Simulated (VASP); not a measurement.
Runs of VASP 6.6.1 on AlPt. The structure is that of space group P2_13 (No. 198), or close to it. The cells are those of the table. 

| cell | gap on the mesh (eV) | pressure (GPa) | largest force (eV/Å) |
| --- | --- | --- | --- |
| a = 5.006 Å, 8 atoms | none | -14.0 | 0.06 |
| a = 4.879 Å, 8 atoms | none | -1.3 | 0.05 |
| a = 5.067 Å, 8 atoms | none | (c) | (b) |
| a = 4.813 Å, 8 atoms | none | (a) | 0.06 |
| a = 4.745 Å, 8 atoms | none | 18.7 | 0.09 |

Alike in all rows: task single point; level PBEsol; potentials or basis VASP PAW PBE potentials, release 64 (Al, Pt); no spin polarisation; k mesh 6 × 6 × 6; cutoff (eV) 520; smearing gaussian 0.1 eV.

**Question.** Estimate the missing entries.

**Answer.** (a) 7.5; (b) 0.08; (c) -18.3.

Caveats: the PAW data sets were made with another functional, which shifts forces and pressure a little; spin-orbit coupling is left out, which moves the levels of the heavy elements.

A k mesh can miss the band edges, and the runs leave out spin-orbit coupling on Pt.

A gap of «none» marks levels without a gap at the run's occupations.
